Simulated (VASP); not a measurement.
# ZnS in VASP: notebook, part 2 of 2

VASP 6.6.1.

## 5. Relaxation of cell and atoms, r2SCAN

This run uses another cell than the first one, of 19.73 Å³/atom, 0.994 times its volume.

Input file POSCAR:

```
ZnS
1.0
    2.7020000000      2.7020000000      0.0000000000
   -2.7020000000      2.7020000000      0.0000000000
    0.0000000000      2.7020000000      2.7020000000
Zn S
1 1
Direct
    0.7500000000      0.2500000000      0.5000000000
    0.0000000000      0.0000000000      0.0000000000
```

Input file INCAR.step1:

```
SYSTEM = ZnS
PREC = Accurate
ENCUT = 600
ISMEAR = -1
SIGMA = 0.08
LREAL = .FALSE.
LASPH = .TRUE.
NELM = 100
GGA = PE
ALGO = Normal
EDIFF = 1E-4
LWAVE = .TRUE.
LCHARG = .FALSE.
```

Input file INCAR.step2:

```
SYSTEM = ZnS
PREC = Accurate
ENCUT = 600
EDIFF = 1E-6
ISMEAR = -1
SIGMA = 0.08
LREAL = .FALSE.
LASPH = .TRUE.
NELM = 100
ALGO = Normal
ISIF = 3
LWAVE = .FALSE.
LCHARG = .FALSE.
METAGGA = R2SCAN
LMIXTAU = .TRUE.
IBRION = 2
NSW = 100
EDIFFG = -0.002
ISTART = 1
```

Input file KPOINTS:

```
regular mesh
0
G
  12 12 12
  0 0 0
```

Potentials or basis: VASP PAW PBE potentials, release 64 (Zn, S).

The run is started by

```console
> cat potpaw_PBE.64/Zn/POTCAR potpaw_PBE.64/S/POTCAR > POTCAR
> cp INCAR.step1 INCAR
> mpirun -np 1 vasp_std > vasp.out
> cp INCAR.step2 INCAR
> mpirun -np 1 vasp_std > vasp.out
```

OUTCAR:

```text
SYSTEM = ZnS
   PREC = Accurate
   ENCUT = 600
   EDIFF = 1E-6
   ISMEAR = -1
   LREAL = .FALSE.
   LASPH = .TRUE.
   NELM = 100
   ISIF = 3
   METAGGA = R2SCAN
   IBRION = 2
   NSW = 100
   EDIFFG = -0.002
   ISTART = 1

 ion  position               nearest neighbor table
   1  0.750  0.250  0.500-   2 2.34   2 2.34   2 2.34   2 2.34
   2  0.000  0.000  0.000-   1 2.34   1 2.34   1 2.34   1 2.34

  LATTYP: Found a face centered cubic cell.
 ALAT       =     5.4040000000

  Lattice vectors:

 A1 = (   0.0000000000,   2.7020000000,   2.7020000000)
 A2 = (   2.7020000000,   0.0000000000,   2.7020000000)
 A3 = (   2.7020000000,   2.7020000000,   0.0000000000)

Analysis of symmetry for initial positions (statically):
=====================================================================
 Subroutine PRICEL returns:
 Original cell was already a primitive cell.

 Routine SETGRP: Setting up the symmetry group for a
 face centered cubic supercell.

 Subroutine GETGRP returns: Found 24 space group operations
 (whereof 24 operations were pure point group operations)
 out of a pool of 48 trial point group operations.

The static configuration has the point symmetry T_d .

Analysis of symmetry for dynamics (positions and initial velocities):
=====================================================================
 Subroutine PRICEL returns:
 Original cell was already a primitive cell.

 Routine SETGRP: Setting up the symmetry group for a
 face centered cubic supercell.

 Subroutine GETGRP returns: Found 24 space group operations
 (whereof 24 operations were pure point group operations)
 out of a pool of 48 trial point group operations.

The dynamic configuration has the point symmetry T_d .

 Subroutine INISYM returns: Found 24 space group operations
 (whereof 24 operations are pure point group operations),
 and found     1 'primitive' translations

[... 127 lines left out ...]
  energy-cutoff  :      600.00
  volume of cell :       39.45
 maximum number of plane-waves:      1363
   NGX = 15   NGY = 15   NGZ = 15

--------------------------------------- Ionic step        1  -------------------------------------------

 number of electron      17.9999998 magnetization

 Free energy of the ion-electron system (eV)
  ---------------------------------------------------
  ext. energy  EPLUGINS =         0.00000000
  ---------------------------------------------------
  free energy    TOTEN  =       -18.86737811 eV

  energy without entropy =      -18.86737811  energy(sigma->0) =      -18.86737811

------------------------ aborting loop because EDIFF is reached ----------------------------------------

  FORCE on cell =-STRESS in cart. coord.  units (eV):
  Direction    XX          YY          ZZ          XY          YZ          ZX
  --------------------------------------------------------------------------------------
  -------------------------------------------------------------------------------------
  Total       -0.1518577     -0.1518577     -0.1518577      0.0000000      0.0000000      0.0000000
  in kB       -6.1668199     -6.1668199     -6.1668199      0.0000000      0.0000000      0.0000000
  external PRESSURE =      -6.1668199 kB  Pullay stress =       0.0000000 kB
[... 95 lines left out ...]
--------------------------------------- Ionic step        4  -------------------------------------------

 number of electron      17.9999994 magnetization

 Free energy of the ion-electron system (eV)
  ---------------------------------------------------
  ext. energy  EPLUGINS =         0.00000000
  ---------------------------------------------------
  free energy    TOTEN  =       -18.86814782 eV

  energy without entropy =      -18.86814782  energy(sigma->0) =      -18.86814782

 E-fermi :   3.3796     XC(G=0): -10.3232

 val. band max:        1.9030767778   @ k =   0.0000   0.0000   0.0000
 cond. band min:       4.6147141957   @ k =   0.0000   0.0000   0.0000
 fundamental gap:      2.7116374179
 Fermi energy:         3.3796261915

 k-point     1 :       0.0000    0.0000    0.0000
  band No.  band energies     occupation
      1     -11.8277      2.00000
      2      -4.6283      2.00000
      3      -4.6282      2.00000
      4      -4.6281      2.00000
      5      -4.0718      2.00000
      6      -4.0717      2.00000
      7       1.9031      2.00000
      8       1.9031      2.00000
      9       1.9031      2.00000
     10       4.6147      0.00000
     11       8.8001      0.00000
     12       8.8002      0.00000
     13       8.8002      0.00000
[... 354 lines left out ...]
  band No.  band energies     occupation
      1     -10.9406      2.00000
      2      -4.5397      2.00000
      3      -4.4532      2.00000
      4      -4.3555      2.00000
      5      -4.0479      2.00000
      6      -4.0305      2.00000
      7      -2.2894      2.00000
      8       0.3228      2.00000
      9       0.5960      2.00000
     10       6.7148      0.00000
     11       8.4665      0.00000
     12      10.0834      0.00000
     13      10.4699      0.00000

 [... further k-points ...]
[... 5 lines left out ...]
  --------------------------------------------------------------------------------------
  -------------------------------------------------------------------------------------
  Total       -0.0005758     -0.0005758     -0.0005758     -0.0000000     -0.0000000     -0.0000000
  in kB       -0.0235664     -0.0235664     -0.0235664     -0.0000000     -0.0000000     -0.0000000
  external PRESSURE =      -0.0235664 kB  Pullay stress =       0.0000000 kB
[... 17 lines left out ...]
  FREE ENERGIE OF THE ION-ELECTRON SYSTEM (eV)
  ---------------------------------------------------
  free  energy   TOTEN  =       -18.8681478225 eV

  energy  without entropy=      -18.8681478218  energy(sigma->0) =      -18.86814782

 reached required accuracy - stopping structural energy minimisation
```

OUTCAR.step1:

```text
SYSTEM = ZnS
   PREC = Accurate
   ENCUT = 600
   ISMEAR = -1
   LREAL = .FALSE.
   LASPH = .TRUE.
[... 604 lines left out ...]
      1.35100      4.05300      1.35100         0.000000     -0.000000     -0.000000
      0.00000      0.00000      0.00000         0.000000      0.000000      0.000000
 -----------------------------------------------------------------------------------
    total drift:                                0.000000     -0.000000      0.000000

  FREE ENERGIE OF THE ION-ELECTRON SYSTEM (eV)
  ---------------------------------------------------
  free  energy   TOTEN  =        -6.8473641418 eV

  energy  without entropy=       -6.8473641200  energy(sigma->0) =       -6.84736413
```

Wall time 4 min (1 thread of AMD EPYC 9R45 (Zen 5), shared host); peak memory 0.2 GiB.

Results:

| Item | Value |
| --- | --- |
| Free energy | -18.8681 eV |
| Relaxed volume | 19.57 Å³/atom |
| Relaxed cell | a = 3.811 Å, b = 3.811 Å, c = 3.811 Å, α = 60.00°, β = 60.00°, γ = 90.00° |
| Space group after relaxing (to 0.05 Å) | F-43m (No. 216) |
| Energy gained by relaxing | 0.4 meV/atom |
| Ionic steps | 4 |
| Pressure after relaxing | 0.0 GPa |
| Band gap on the k mesh | 2.71 eV, direct |

The path:
```
step  energy change (eV)  largest force (eV/Å)  pressure (GPa)  volume (Å³)
   1              0.0000                0.0000           -0.62        39.45
   2             -0.0008                0.0000            0.23        39.02
   3             -0.0008                0.0000            0.10        39.10
   4             -0.0008                0.0000            0.00        39.15
```

Final structure:
```xyz
2
Lattice="2.6950 2.6950 0.0000 -2.6950 2.6950 0.0000 0.0000 2.6950 2.6950" Properties=species:S:1:pos:R:3 pbc="T T T"
Zn    1.3475    4.0426    1.3475
S     0.0000    0.0000    0.0000
```

Caveat: the PAW data sets were made with another functional, which shifts forces and pressure a little.

## 6. Summary

```csv
task,cell,k mesh,cutoff (eV),smearing,gap on the mesh (eV),pressure (GPa)
single point,"a = 3.849, b = 3.849, c = 3.818 Å, angles 59.7, 59.7, 90.0°, 2 atoms",8 × 8 × 8,520,gaussian 0.01 eV,2.61,-1.1
single point,"a = 3.887, b = 3.887, c = 3.826 Å, angles 59.5, 59.5, 90.0°, 2 atoms",8 × 8 × 8,520,gaussian 0.01 eV,2.51,-2.0
single point,"a = 3.811 Å, angles 60.0, 60.0, 90.0°, 2 atoms",12 × 12 × 12,520,fermi-dirac 0.08 eV,2.71,0.0
relaxation of cell and atoms,"relaxed from a = 3.821 Å, angles 60.0, 60.0, 90.0°, 2 atoms",12 × 12 × 12,600,fermi-dirac 0.08 eV,2.71,0.0
```

Alike in all rows: level r2SCAN; potentials or basis VASP PAW PBE potentials, release 64 (Zn, S); no spin polarisation.

Caveats: the PAW data sets were made with another functional, which shifts forces and pressure a little.

Total energies depend on the potentials used, so only differences within one code and one set of settings carry meaning.
